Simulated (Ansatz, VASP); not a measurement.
**Two plane-wave programs on AlN**

```
Al N
1.0
     0.00000    2.07442    2.07442
     2.07442    0.00000    2.07442
     2.07442    2.07442    0.00000
Al N
1 1
Direct
  0.50000 0.50000 0.50000
  0.00000 0.00000 0.00000
```

Alike in both runs: task single point; functional PBE0; k mesh 6 × 6 × 6; occupations fermi-dirac, width 0.05 eV; no spin polarisation.

```csv
,VASP,Ansatz
version,VASP 6.6.1,Ansatz 0.2.0
potentials or method,"VASP PAW PBE potentials, release 64 (Al, N)",Ansatz PAW
plane-wave cutoff (eV),520,420
valence electrons in the cell,8,8
```

```tsv
	VASP	Ansatz	Ansatz less VASP
gap on the k mesh at the Fermi level (eV)	5.95	5.99	+0.041
least direct gap on the mesh (eV)	6.78	6.77	-0.014
pressure (GPa)	-20.5	-20.6	-0.06
```

The k mesh is coarse, so the values compare programs but aren't converged.
